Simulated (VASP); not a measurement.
# In (I4/mmm) in VASP: single point with PBE+D3(BJ)

Aim: the single point of In with PBE+D3(BJ).

All numbers are computed with VASP 6.6.1; they aren't measurements. Logs are shortened: lines on timing, memory, paths and dates and some standing lists are left out, and cuts for length are marked.

### 1 The cell of the first run

The structure is tetragonal, space group I4/mmm (No. 139). The conventional cell has a = 3.219 Å, b = 3.219 Å, c = 5.020 Å, α = 90.00°, β = 90.00°, γ = 90.00°. In (site symmetry 4/mmm) has 12 In at 3.22 to 3.39 Å within 4.2 Å.

### 2 Single point, PBE+D3(BJ)

INCAR

```
PREC = Accurate
ENCUT = 520
EDIFF = 1E-6
ISMEAR = 0
SIGMA = 0.1
LREAL = False
LASPH = True
NELM = 100
ALGO = Fast
ISIF = 2
LWAVE = False
LCHARG = False
GGA = PE
IVDW = 12
NBANDS = 12
```

KPOINTS

```
Automatic mesh
0
Gamma
  18 18 18
```

POSCAR

```
In
1.0
   -1.6095698535      1.6095698535      2.5097982833
    1.6095698535     -1.6095698535      2.5097982833
    1.6095698535      1.6095698535     -2.5097982833
In
1
Direct
    0.0000000000      0.0000000000      0.0000000000
```

Potentials or basis: VASP PAW PBE potentials, release 64 (In_d).

Started as:

```
$ cat potpaw_PBE.64/In_d/POTCAR > POTCAR
$ mpirun -np 1 vasp_std > vasp.out
```

OUTCAR:

```text
PREC = Accurate
   ENCUT = 520
   EDIFF = 1E-6
   ISMEAR = 0
   LREAL = False
   LASPH = True
   NELM = 100
   ISIF = 2
   GGA = PE
   IVDW = 12
 IVDW          = 12

 ion  position               nearest neighbor table
   1  0.000  0.000  0.000-

  LATTYP: Found a body centered tetragonal cell.
 ALAT       =     3.2191397070
 C/A-ratio  =     1.5592975215

  Lattice vectors:

 A1 = (  -1.6095698535,   1.6095698535,   2.5097982833)
 A2 = (   1.6095698535,  -1.6095698535,   2.5097982833)
 A3 = (   1.6095698535,   1.6095698535,  -2.5097982833)

Analysis of symmetry for initial positions (statically):
=====================================================================
 Subroutine PRICEL returns:
 Original cell was already a primitive cell.

 Routine SETGRP: Setting up the symmetry group for a
 body centered tetragonal supercell.

 Subroutine GETGRP returns: Found 16 space group operations
 (whereof 16 operations were pure point group operations)
 out of a pool of 16 trial point group operations.

The static configuration has the point symmetry D_4h.

Analysis of symmetry for dynamics (positions and initial velocities):
=====================================================================
 Subroutine PRICEL returns:
 Original cell was already a primitive cell.

 Routine SETGRP: Setting up the symmetry group for a
 body centered tetragonal supercell.

 Subroutine GETGRP returns: Found 16 space group operations
 (whereof 16 operations were pure point group operations)
 out of a pool of 16 trial point group operations.

The dynamic configuration has the point symmetry D_4h.

 Subroutine INISYM returns: Found 16 space group operations
 (whereof 16 operations are pure point group operations),
 and found     1 'primitive' translations

----------------------------------------------------------------------------------------

                                     Primitive cell

  volume of cell :      26.0087

  direct lattice vectors                    reciprocal lattice vectors
    -1.609569854  1.609569854  2.509798283     0.000000000  0.310642001  0.199219198
     1.609569854 -1.609569854  2.509798283     0.310642001  0.000000000  0.199219198
     1.609569854  1.609569854 -2.509798283     0.310642001  0.310642001  0.000000000

  length of vectors
     3.388291258  3.388291258  3.388291258     0.369034878  0.369034878  0.439314131

  position of ions in fractional coordinates (direct lattice)
     0.000000000  0.000000000  0.000000000

  ion indices of the primitive-cell ions
   primitive index   ion index
                 1           1

----------------------------------------------------------------------------------------

 KPOINTS: Automatic mesh

Automatic generation of k-mesh.
 Grid dimensions read from file:
 generate k-points for:   18   18   18

 Generating k-lattice:

  Cartesian coordinates                     Fractional coordinates (reciprocal lattice)
     0.000000000  0.017257889  0.011067733     0.055555556  0.000000000  0.000000000
     0.017257889  0.000000000  0.011067733     0.000000000  0.055555556  0.000000000
     0.017257889  0.017257889  0.000000000     0.000000000  0.000000000  0.055555556

  Length of vectors
     0.020501938  0.020501938  0.024406341

  Shift w.r.t. Gamma in fractional coordinates (k-lattice)
     0.000000000  0.000000000  0.000000000

 Subroutine IBZKPT returns following result:
 ===========================================

 Found    480 irreducible k-points:

 Following reciprocal coordinates:
            Coordinates               Weight
  0.000000  0.000000  0.000000      1.000000
  0.055556 -0.000000  0.000000      8.000000
  0.111111 -0.000000  0.000000      8.000000
  0.166667  0.000000 -0.000000      8.000000
  0.222222 -0.000000  0.000000      8.000000
  0.277778  0.000000  0.000000      8.000000
[... 16 lines left out ...]
 -0.277778  0.055556 -0.000000     16.000000
 -0.222222  0.055556 -0.000000     16.000000
 [... further k-points ...]
   k-points           NKPTS =    480   k-points in BZ     NKDIM =    480   number of bands    NBANDS=     12
   number of dos      NEDOS =    301   number of ions     NIONS =      1
   total plane-waves  NPLWV =  21952
   dimension x,y,z NGX =    28 NGY =   28 NGZ =   28
   dimension x,y,z NGXF=    56 NGYF=   56 NGZF=   56
   ions per type =               1
   NGX,Y,Z   is equivalent  to a cutoff of  13.74, 13.74, 13.74 a.u.
   NGXF,Y,Z  is equivalent  to a cutoff of  27.48, 27.48, 27.48 a.u.
 SYSTEM =  unknown system
   PREC   = accura    normal or accurate (medium, high low for compatibility)
   ISTART =      0    job   : 0-new  1-cont  2-samecut
   ICHARG =      2    charge: 1-file 2-atom 10-const
   ISPIN  =      1    spin polarized calculation?
   LNONCOLLINEAR =      F non collinear calculations
   LSORBIT =      F    spin-orbit coupling
   LASPH  =      T    aspherical Exc in radial PAW
   ENCUT  =  520.0 eV  38.22 Ry    6.18 a.u.   6.30  6.30  6.30*2*pi/ulx,y,z
   NELM   =    100;   NELMIN=  2; NELMDL= -5     # of ELM steps
   EDIFF  = 0.1E-05   stopping-criterion for ELM
   LREAL  =      F    real-space projection
   EDIFFG = 0.1E-04   stopping-criterion for IOM
   NSW    =      0    number of steps for IOM
   IBRION =     -1    ionic relax: 0-MD 1-quasi-New 2-CG
   NFREE  =      0    steps in history (QN), initial steepest desc. (CG)
   ISIF   =      2    stress and relaxation
   ISYM   =      2    0-nonsym 1-usesym 2-fastsym
   POTIM  = 0.5000    time-step for ionic-motion
   TEBEG  =    0.0;   TEEND  =   0.0 temperature during run
   PSTRESS=    0.0 pullay stress
   NELECT =      13.0000    total number of electrons
   NUPDOWN=      -1.0000    fix difference up-down
   EMIN   =  10.00;   EMAX   =-10.00  energy-range for DOS
   EFERMI =   0.00;   METHOD = LEGACY
   ISMEAR =     0;   SIGMA  =   0.10  broadening in eV -4-tet -1-fermi 0-gaus
   EFERMI_NEDOS =   21; number of points for ismear=-14 and -15
   IALGO  =     68    algorithm
   IMIX   =      4    mixing-type and parameters
     AMIX     =   0.40;   BMIX     =  1.00
     AMIX_MAG =   1.60;   BMIX_MAG =  1.00
  volume/ion in A,a.u.               =      26.01       175.52
  Fermi-wavevector in a.u.,A,eV,Ry     =   1.299221  2.455172 22.966307  1.687976
  Thomas-Fermi vector in A             =   2.430499
   LORBIT       =      0    0 simple, 1 ext, 2 COOP (PROOUT), +10 PAW based schemes
   GGA     = PE    functional components
   LHFCALC =     F    Hartree Fock is set to
   AEXX    =    0.0000 exact exchange contribution
   IVDW    =    12    specifies the selected vdW correction
   LEPSILON=     F    determine dielectric tensor
   LRPA    =     F    only Hartree local field effects (RPA)
 non-spin polarized calculation
 RMM-DIIS sequential band-by-band and
 Gauss-broadening in eV      SIGMA  =   0.10
  energy-cutoff  :      520.00
  volume of cell :       26.01
 maximum number of plane-waves:       715
 NGX is ok and might be reduce to    28
   NGX = 13   NGY = 13   NGZ = 13

 number of electron      13.0000004 magnetization

 Free energy of the ion-electron system (eV)
  ---------------------------------------------------
  ext. energy  EPLUGINS =         0.00000000
  ---------------------------------------------------
  free energy    TOTEN  =        -2.55032887 eV

  energy without entropy =       -2.54826937  energy(sigma->0) =       -2.54929912

 E-fermi :   7.5978     XC(G=0): -10.2815

 val. band max:        7.5874184872   @ k =   0.3333   0.3333   0.0000
 cond. band min:       7.6092365640   @ k =  -0.4444   0.4444   0.2222
 fundamental gap:      0.0218180768
 Fermi energy:         7.5978404489

 k-point     1 :       0.0000    0.0000    0.0000
  band No.  band energies     occupation
      1      -7.1554      2.00000
      2      -7.0098      2.00000
      3      -7.0098      2.00000
      4      -6.9608      2.00000
      5      -6.8187      2.00000
      6      -1.9969      2.00000
      7      18.1857      0.00000
      8      18.1857      0.00000
      9      18.3938      0.00000
     10      19.2244      0.00000
     11      21.6049      0.00000
     12      21.7769      0.00000

 k-point     2 :       0.0556   -0.0000    0.0000
  band No.  band energies     occupation
      1      -7.1495      2.00000
      2      -7.0107      2.00000
      3      -7.0049      2.00000
      4      -6.9594      2.00000
      5      -6.8212      2.00000
      6      -1.9289      2.00000
      7      17.3155      0.00000
      8      18.1091      0.00000
      9      18.1322      0.00000
     10      19.0822      0.00000
     11      21.7967      0.00000
     12      21.9652      0.00000

 k-point     3 :       0.1111   -0.0000    0.0000
  band No.  band energies     occupation
      1      -7.1349      2.00000
      2      -7.0155      2.00000
      3      -6.9918      2.00000
      4      -6.9514      2.00000
      5      -6.8275      2.00000
      6      -1.7237      2.00000
      7      15.5101      0.00000
      8      17.6313      0.00000
      9      17.9203      0.00000
     10      19.0296      0.00000
     11      21.1642      0.00000
     12      22.4520      0.00000

 k-point     4 :       0.1667    0.0000   -0.0000
  band No.  band energies     occupation
      1      -7.1189      2.00000
      2      -7.0272      2.00000
      3      -6.9751      2.00000
      4      -6.9293      2.00000
      5      -6.8336      2.00000
      6      -1.3789      2.00000
      7      13.5813      0.00000
      8      17.0366      0.00000
      9      17.6936      0.00000
     10      19.0098      0.00000
     11      20.4973      0.00000
     12      23.2167      0.00000

 k-point     5 :       0.2222   -0.0000    0.0000
  band No.  band energies     occupation
      1      -7.1089      2.00000
      2      -7.0452      2.00000
      3      -6.9629      2.00000
      4      -6.8905      2.00000
      5      -6.8325      2.00000
      6      -0.8917      2.00000
      7      11.6903      0.00000
      8      16.4440      0.00000
      9      17.4813      0.00000
     10      18.9914      0.00000
     11      19.9189      0.00000
     12      23.2304      0.00000
[... 228 lines left out ...]
      1      -7.1094      2.00000
      2      -7.0874      2.00000
      3      -6.9812      2.00000
      4      -6.7989      2.00000
      5      -6.7453      2.00000
      6       1.2109      2.00000
      7       7.1053      2.00000
      8      14.7850      0.00000
      9      16.8034      0.00000
     10      18.5802      0.00000
     11      19.4528      0.00000
     12      21.7057      0.00000

 k-point    22 :      -0.3333    0.0556    0.0000
  band No.  band energies     occupation
      1      -7.0975      2.00000
      2      -7.0770      2.00000
      3      -6.9697      2.00000
      4      -6.8288      2.00000
      5      -6.7854      2.00000
      6       0.3373      2.00000
      7       8.7215      0.00000
      8      15.0666      0.00000
      9      16.9404      0.00000
     10      18.9963      0.00000
     11      19.8168      0.00000
     12      21.5770      0.00000

 k-point    23 :      -0.2778    0.0556   -0.0000
  band No.  band energies     occupation
      1      -7.0905      2.00000
      2      -7.0619      2.00000
      3      -6.9619      2.00000
      4      -6.8632      2.00000
      5      -6.8240      2.00000
      6      -0.3960      2.00000
      7      10.4536      0.00000
      8      15.4576      0.00000
      9      17.0936      0.00000
     10      19.3973      0.00000
     11      20.2902      0.00000
     12      21.5674      0.00000

 k-point    24 :      -0.2222    0.0556   -0.0000
  band No.  band energies     occupation
      1      -7.0918      2.00000
      2      -7.0457      2.00000
      3      -6.9656      2.00000
      4      -6.9007      2.00000
      5      -6.8430      2.00000
      6      -0.9856      2.00000
      7      12.2846      0.00000
      8      15.9416      0.00000
      9      17.2857      0.00000
     10      19.5100      0.00000
     11      20.8602      0.00000
     12      21.8147      0.00000

 [... further k-points ...]

------------------------ aborting loop because EDIFF is reached ----------------------------------------

 Edisp (eV)   -0.34021

 E8    (eV) :    -0.1698

  FORCE on cell =-STRESS in cart. coord.  units (eV):
  Direction    XX          YY          ZZ          XY          YZ          ZX
  --------------------------------------------------------------------------------------
  -------------------------------------------------------------------------------------
  Total      -0.00923    -0.00923    -0.00922     0.00000    -0.00000     0.00000
  in kB      -0.56870    -0.56870    -0.56823     0.00000    -0.00000     0.00000
  external pressure =       -0.57 kB  Pullay stress =        0.00 kB

 VOLUME and BASIS-vectors are now :
 -----------------------------------------------------------------------------
  energy-cutoff  :      520.00
  volume of cell :       26.01
      direct lattice vectors                 reciprocal lattice vectors
    -1.609569854  1.609569854  2.509798283     0.000000000  0.310642001  0.199219198
     1.609569854 -1.609569854  2.509798283     0.310642001  0.000000000  0.199219198
     1.609569854  1.609569854 -2.509798283     0.310642001  0.310642001  0.000000000

 POSITION                                       TOTAL-FORCE (eV/Angst)
 -----------------------------------------------------------------------------------
      0.00000      0.00000      0.00000        -0.000000      0.000000      0.000000
 -----------------------------------------------------------------------------------
    total drift:                               -0.000000      0.000000      0.000000

  FREE ENERGIE OF THE ION-ELECTRON SYSTEM (eV)
  ---------------------------------------------------
  free  energy   TOTEN  =        -2.8905390787 eV

  energy  without entropy=       -2.8884795777  energy(sigma->0) =       -2.88950933
```

It took 2.9 min on 1 thread of AMD EPYC 7R43 (Zen 3), shared host; peak memory 0.24 GiB.

What came out:

```
Free energy                : -2.8905 eV
Pressure                   : -0.1 GPa
Dispersion energy per atom : -0.340 eV
```

Levels at points of the mesh, in eV from the Fermi level:
| k point | band 3 | band 4 | band 5 | band 6 | band 7 | band 8 | band 9 | band 10 |
| --- | --- | --- | --- | --- | --- | --- | --- | --- |
| (0.00, 0.00, 0.00) | -14.61 | -14.56 | -14.42 | -9.59 | 10.59 | 10.59 | 10.80 | 11.63 |
| (0.50, 0.00, 0.00) | -14.59 | -14.35 | -14.30 | -4.31 | -3.40 | 7.23 | 9.45 | 11.07 |
| (0.50, 0.50, 0.00) | -14.35 | -14.34 | -14.22 | -1.89 | -1.49 | 3.37 | 3.95 | 6.94 |
| (0.50, 0.50, 0.50) | -14.32 | -14.30 | -14.30 | -3.20 | -2.84 | 4.98 | 4.98 | 8.41 |

Caveat: spin-orbit coupling is left out, which moves the levels of the heavy elements; pairwise dispersion overbinds metals, which lowers pressure and volume.
